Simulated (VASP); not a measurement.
The system is W.

```
W
1.0
    -1.58000    1.58000    1.58000
     1.58000   -1.58000    1.58000
     1.58000    1.58000   -1.58000
W
1
Direct
  0.00000 0.00000 0.00000
```

| Item | Value |
| --- | --- |
| Program | VASP 6.6.1 |
| Task | relaxation of cell and atoms |
| Functional | PBE |
| Potentials or basis | VASP PAW PBE potentials, release 64 (W_sv) |
| Cutoff | 600 eV |
| k mesh | 24 × 24 × 24 |
| Occupations | methfessel-paxton, width 0.1 eV |
| Spin | no spin polarisation |

At the start: pressure 7.8 GPa; volume 15.78 Å³/atom.

Problem. How do energy, volume and symmetry change on relaxing?

Solution. Over 4 steps the energy falls by 9.2 meV/atom and the volume is 16.17 Å³/atom (+2.5 %); space group Im-3m (No. 229, to 0.1 Å) before and after.

Step by step:
| step | energy change (eV) | largest force (eV/Å) | pressure (GPa) | volume (Å³) |
| --- | --- | --- | --- | --- |
| 1 | 0.0000 | 0.0000 | 7.79 | 15.78 |
| 2 | 0.0947 | 0.0000 | -21.65 | 17.59 |
| 3 | -0.0092 | 0.0000 | -0.25 | 16.18 |
| 4 | -0.0092 | 0.0000 | -0.02 | 16.17 |

Final structure:
```
W
1.0
    -1.59289    1.59289    1.59289
     1.59289   -1.59289    1.59289
     1.59289    1.59289   -1.59289
W
1
Direct
  0.00000 0.00000 0.00000
```
